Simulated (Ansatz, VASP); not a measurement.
Te in VASP and in Ansatz

```
CELL_PARAMETERS angstrom
-1.92462 1.92462 1.92462
1.92462 -1.92462 1.92462
1.92462 1.92462 -1.92462
ATOMIC_POSITIONS crystal
Te 0.00000 0.00000 0.00000
```

Alike in both runs: functional r2SCAN; k mesh 11 × 11 × 11; occupations fermi-dirac, width 0.1 eV; no spin polarisation.

Ansatz relaxed the structure, and its values are those at the end. VASP's run is a single point on that final structure, the one shown.

|  | VASP | Ansatz |
| --- | --- | --- |
| version | VASP 6.6.1 | Ansatz 0.2.0 |
| potentials or method | VASP PAW PBE potentials, release 64 (Te), cutoff 520 eV | plane waves (500 eV) with PAW, scalar-relativistic |
| valence electrons in the cell | 6 | 16 |

|  | VASP | Ansatz | Ansatz less VASP |
| --- | --- | --- | --- |
| pressure (GPa) | 0.0 | 0.0 | +0.04 |

VASP's potentials were made for PBE, not for r2SCAN. VASP's potentials hold 6 valence electrons a cell and Ansatz's 16, so a difference there can come from the potentials and not from the codes.

Spin-orbit coupling is off throughout.
